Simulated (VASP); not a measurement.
# LiF (I4/mmm) in VASP: a series of runs

Runs on LiF. Level: PBE. Tasks: electric field gradients.

All numbers are computed with VASP 6.6.1; they aren't measurements. Logs are shortened: lines on timing, memory, paths and dates and some standing lists are left out, and cuts for length are marked.

## (1) The cell of the first run

The structure is tetragonal, space group I4/mmm (No. 139). The conventional cell has a = 2.791 Å, b = 2.791 Å, c = 4.028 Å, α = 90.00°, β = 90.00°, γ = 90.00°. Li (site symmetry 4/mmm) has 6 F at 1.97 to 2.01 Å within 2.6 Å. Within 2.6 Å of F (site symmetry 4/mmm) lie 6 Li at 1.97 to 2.01 Å.

## (2) Electric field gradients, PBE (equal xx and yy strain of -2 %)

Contents of INCAR:

```
PREC = Accurate
ENCUT = 520
EDIFF = 1E-8
ISMEAR = -1
SIGMA = 0.03
LREAL = False
LASPH = True
NELM = 80
ALGO = Normal
ISIF = 2
LWAVE = False
LCHARG = False
GGA = PE
LEFG = True
NBANDS = 12
```

Contents of KPOINTS:

```
Automatic mesh
0
Gamma
  10 10 10
```

Contents of POSCAR:

```
LiF
1.0
    0.0000000000      1.9737200000      2.0140000000
    1.9737200000      0.0000000000      2.0140000000
    1.9737200000      1.9737200000      0.0000000000
Li F
1 1
Direct
    0.0000000000      0.0000000000      0.0000000000
    0.5000000000      0.5000000000      0.5000000000
```

Potentials or basis: VASP PAW PBE potentials, release 64 (Li_sv, F).

On the command line:

```sh
> cat potpaw_PBE.64/Li_sv/POTCAR potpaw_PBE.64/F/POTCAR > POTCAR
> mpirun -np 1 vasp_std > vasp.out
```

OUTCAR:

```text
PREC = Accurate
   ENCUT = 520
   EDIFF = 1E-8
   ISMEAR = -1
   LREAL = False
   LASPH = True
   NELM = 80
   ISIF = 2
   GGA = PE

 ion  position               nearest neighbor table
   1  0.000  0.000  0.000-   2 1.97   2 1.97   2 1.97   2 1.97   2 2.01   2 2.01
   2  0.500  0.500  0.500-   1 1.97   1 1.97   1 1.97   1 1.97   1 2.01   1 2.01

  LATTYP: Found a body centered tetragonal cell.
 ALAT       =     2.7912615923
 C/A-ratio  =     1.4430750636

  Lattice vectors:

 A1 = (  -1.9737200000,   0.0000000000,   2.0140000000)
 A2 = (   1.9737200000,   0.0000000000,   2.0140000000)
 A3 = (   0.0000000000,   1.9737200000,  -2.0140000000)

Analysis of symmetry for initial positions (statically):
=====================================================================
 Subroutine PRICEL returns:
 Original cell was already a primitive cell.

 Routine SETGRP: Setting up the symmetry group for a
 body centered tetragonal supercell.

 Subroutine GETGRP returns: Found 16 space group operations
 (whereof 16 operations were pure point group operations)
 out of a pool of 16 trial point group operations.

The static configuration has the point symmetry D_4h.

Analysis of symmetry for dynamics (positions and initial velocities):
=====================================================================
 Subroutine PRICEL returns:
 Original cell was already a primitive cell.

 Routine SETGRP: Setting up the symmetry group for a
 body centered tetragonal supercell.

 Subroutine GETGRP returns: Found 16 space group operations
 (whereof 16 operations were pure point group operations)
 out of a pool of 16 trial point group operations.

The dynamic configuration has the point symmetry D_4h.

 Subroutine INISYM returns: Found 16 space group operations
 (whereof 16 operations are pure point group operations),
 and found     1 'primitive' translations

----------------------------------------------------------------------------------------

                                     Primitive cell

  volume of cell :      15.6914

  direct lattice vectors                    reciprocal lattice vectors
     0.000000000  1.973720000  2.014000000    -0.253328740  0.253328740  0.248262165
     1.973720000  0.000000000  2.014000000     0.253328740 -0.253328740  0.248262165
     1.973720000  1.973720000  0.000000000     0.253328740  0.253328740 -0.248262165

  length of vectors
     2.819887700  2.819887700  2.791261592     0.435872691  0.435872691  0.435872691

  position of ions in fractional coordinates (direct lattice)
     0.000000000  0.000000000  0.000000000
     0.500000000  0.500000000  0.500000000

  ion indices of the primitive-cell ions
   primitive index   ion index
                 1           1
                 2           2

----------------------------------------------------------------------------------------

 KPOINTS: Automatic mesh

Automatic generation of k-mesh.
 Grid dimensions read from file:
 generate k-points for:   10   10   10

 Generating k-lattice:

  Cartesian coordinates                     Fractional coordinates (reciprocal lattice)
    -0.025332874  0.025332874  0.024826216     0.100000000 -0.000000000  0.000000000
     0.025332874 -0.025332874  0.024826216    -0.000000000  0.100000000  0.000000000
     0.025332874  0.025332874 -0.024826216     0.000000000  0.000000000  0.100000000

  Length of vectors
     0.043587269  0.043587269  0.043587269

  Shift w.r.t. Gamma in fractional coordinates (k-lattice)
     0.000000000  0.000000000  0.000000000

 Subroutine IBZKPT returns following result:
 ===========================================

 Found    102 irreducible k-points:

 Following reciprocal coordinates:
            Coordinates               Weight
  0.000000  0.000000  0.000000      1.000000
  0.100000 -0.000000  0.000000      8.000000
  0.200000 -0.000000  0.000000      8.000000
  0.300000 -0.000000  0.000000      8.000000
  0.400000 -0.000000  0.000000      8.000000
  0.500000 -0.000000  0.000000      4.000000
[... 16 lines left out ...]
  0.300000  0.300000  0.000000      2.000000
  0.400000  0.300000  0.000000      8.000000
 [... further k-points ...]
   k-points           NKPTS =    102   k-points in BZ     NKDIM =    102   number of bands    NBANDS=     12
   number of dos      NEDOS =    301   number of ions     NIONS =      2
   total plane-waves  NPLWV =  13824
   dimension x,y,z NGX =    24 NGY =   24 NGZ =   24
   dimension x,y,z NGXF=    48 NGYF=   48 NGZF=   48
   ions per type =               1   1
   NGX,Y,Z   is equivalent  to a cutoff of  14.15, 14.15, 14.29 a.u.
   NGXF,Y,Z  is equivalent  to a cutoff of  28.30, 28.30, 28.59 a.u.
 SYSTEM =  unknown system
   PREC   = accura    normal or accurate (medium, high low for compatibility)
   ISTART =      0    job   : 0-new  1-cont  2-samecut
   ICHARG =      2    charge: 1-file 2-atom 10-const
   ISPIN  =      1    spin polarized calculation?
   LNONCOLLINEAR =      F non collinear calculations
   LSORBIT =      F    spin-orbit coupling
   LASPH  =      T    aspherical Exc in radial PAW
   ENCUT  =  520.0 eV  38.22 Ry    6.18 a.u.   5.24  5.24  5.19*2*pi/ulx,y,z
   NELM   =     80;   NELMIN=  2; NELMDL= -5     # of ELM steps
   EDIFF  = 0.1E-07   stopping-criterion for ELM
   LREAL  =      F    real-space projection
   EDIFFG = 0.1E-06   stopping-criterion for IOM
   NSW    =      0    number of steps for IOM
   IBRION =     -1    ionic relax: 0-MD 1-quasi-New 2-CG
   NFREE  =      0    steps in history (QN), initial steepest desc. (CG)
   ISIF   =      2    stress and relaxation
   ISYM   =      2    0-nonsym 1-usesym 2-fastsym
   POTIM  = 0.5000    time-step for ionic-motion
   TEBEG  =    0.0;   TEEND  =   0.0 temperature during run
   PSTRESS=    0.0 pullay stress
   NELECT =      10.0000    total number of electrons
   NUPDOWN=      -1.0000    fix difference up-down
   EMIN   =  10.00;   EMAX   =-10.00  energy-range for DOS
   EFERMI =   0.00;   METHOD = LEGACY
   ISMEAR =    -1;   SIGMA  =   0.03  broadening in eV -4-tet -1-fermi 0-gaus
   EFERMI_NEDOS =   21; number of points for ismear=-14 and -15
   IALGO  =     38    algorithm
   IMIX   =      4    mixing-type and parameters
     AMIX     =   0.40;   BMIX     =  1.00
     AMIX_MAG =   1.60;   BMIX_MAG =  1.00
  volume/ion in A,a.u.               =       7.85        52.95
  Fermi-wavevector in a.u.,A,eV,Ry     =   1.408817  2.662278 27.004380  1.984766
  Thomas-Fermi vector in A             =   2.530936
   LORBIT       =      0    0 simple, 1 ext, 2 COOP (PROOUT), +10 PAW based schemes
   GGA     = PE    functional components
   LHFCALC =     F    Hartree Fock is set to
   AEXX    =    0.0000 exact exchange contribution
   IVDW    =     0    specifies the selected vdW correction
   LEPSILON=     F    determine dielectric tensor
   LRPA    =     F    only Hartree local field effects (RPA)
 non-spin polarized calculation
  energy-cutoff  :      520.00
  volume of cell :       15.69
 maximum number of plane-waves:       444
 NGX is ok and might be reduce to    24
   NGX = 11   NGY = 11   NGZ = 11

 number of electron      10.0000000 magnetization

 number of electron       9.9999998 magnetization

 Free energy of the ion-electron system (eV)
  ---------------------------------------------------
  ext. energy  EPLUGINS =         0.00000000
  ---------------------------------------------------
  free energy    TOTEN  =        -9.62092563 eV

  energy without entropy =       -9.62092563  energy(sigma->0) =       -9.62092563

 E-fermi :  -0.1314     XC(G=0): -10.1803

 val. band max:       -0.7380110194   @ k =   0.0000   0.0000   0.0000
 cond. band min:       8.6900801075   @ k =   0.0000   0.0000   0.0000
 fundamental gap:      9.4280911270
 Fermi energy:        -0.1314407942

 k-point     1 :       0.0000    0.0000    0.0000
  band No.  band energies     occupation
      1     -41.6005      2.00000
      2     -20.8557      2.00000
      3      -0.7843      2.00000
      4      -0.7843      2.00000
      5      -0.7380      2.00000
      6       8.6901      0.00000
      7      23.4180      0.00000
      8      23.8438      0.00000
      9      23.9066      0.00000
     10      23.9066      0.00000
     11      24.0224      0.00000
     12      24.0224      0.00000
[... 331 lines left out ...]
 k-point    24 :       0.4000    0.3000    0.0000
  band No.  band energies     occupation
      1     -41.5319      2.00000
      2     -20.2959      2.00000
      3      -3.2268      2.00000
      4      -1.6716      2.00000
      5      -1.5451      2.00000
      6      12.5689      0.00000
      7      16.4204      0.00000
      8      18.1260      0.00000
      9      20.0571      0.00000
     10      21.1292      0.00000
     11      33.9239      0.00000
     12      35.0525      0.00000

 [... further k-points ...]
[... 5 lines left out ...]
  --------------------------------------------------------------------------------------
  -------------------------------------------------------------------------------------
  Total        0.5612029      0.5612029      0.3673373      0.0000000     -0.0000000     -0.0000000
  in kB       57.3020205     57.3020205     37.5072356      0.0000000     -0.0000000     -0.0000000
  external PRESSURE =      50.7037588 kB  Pullay stress =       0.0000000 kB

 VOLUME and BASIS-vectors are now :
 -----------------------------------------------------------------------------
  energy-cutoff  :      520.00
  volume of cell :       15.69
      direct lattice vectors                 reciprocal lattice vectors
     0.000000000  1.973720000  2.014000000    -0.253328740  0.253328740  0.248262165
     1.973720000  0.000000000  2.014000000     0.253328740 -0.253328740  0.248262165
     1.973720000  1.973720000  0.000000000     0.253328740  0.253328740 -0.248262165

 POSITION                                       TOTAL-FORCE (eV/Angst)
 -----------------------------------------------------------------------------------
      0.00000      0.00000      0.00000         0.000000     -0.000000     -0.000000
      1.97372      1.97372      2.01400        -0.000000      0.000000      0.000000
 -----------------------------------------------------------------------------------
    total drift:                               -0.000000     -0.000000      0.000000

  FREE ENERGIE OF THE ION-ELECTRON SYSTEM (eV)
  ---------------------------------------------------
  free  energy   TOTEN  =        -9.6209256340 eV

  energy  without entropy=       -9.6209256339  energy(sigma->0) =       -9.62092563

 Electric field gradients (V/A^2)
---------------------------------------------------------------------
 ion       V_xx      V_yy      V_zz      V_xy      V_xz      V_yz
---------------------------------------------------------------------
   1      -0.041    -0.041     0.082     0.001     0.000     0.000
   2      -0.493    -0.493     0.985     0.003     0.001     0.001
---------------------------------------------------------------------

 Electric field gradients after diagonalization (V/A^2)
 (convention: |V_zz| > |V_xx| > |V_yy|)
----------------------------------------------------------------------
 ion       V_xx      V_yy      V_zz     asymmetry (V_yy - V_xx)/ V_zz
----------------------------------------------------------------------
   1      -0.041    -0.040     0.082       0.016
   2      -0.495    -0.490     0.985       0.005
----------------------------------------------------------------------

           NMR quadrupolar parameters

 Cq : quadrupolar parameter    Cq=e*Q*V_zz/h
 eta: asymmetry parameters     (V_yy - V_xx)/ V_zz
 Q  : nuclear electric quadrupole moment in mb (millibarn)
----------------------------------------------------------------------
 ion       Cq(MHz)       eta       Q (mb)
----------------------------------------------------------------------
   1       0.000       0.016       1.000
   2       0.002       0.005       1.000
----------------------------------------------------------------------
```

Run time: 11 s. Hardware: 1 thread of Intel Xeon 6975P-C (Granite Rapids), shared host; peak memory 0.14 GiB.

What came out:

| Item | Value |
| --- | --- |
| Free energy | -9.6209 eV |
| Band gap on the k mesh | 9.43 eV, direct |

Electric field gradients, principal values (V/Å²):
```
atom   least  middle  greatest (by size)
1 Li  -0.040  -0.041               0.082
 2 F  -0.490  -0.495               0.985
```

Caveat: the cell differs from its parent crystal (equal xx and yy strain of -2 %); the cutoff is under 1.25 times the usual one of these potentials, so pressure, stress and relaxed cells hold a basis-set (Pulay) error; without QUAD_EFG the Cq values of the log hold for a quadrupole moment of 1 mb, not for the nuclei. A k mesh can miss the band edges.

(Continued in part 2 of 2.)
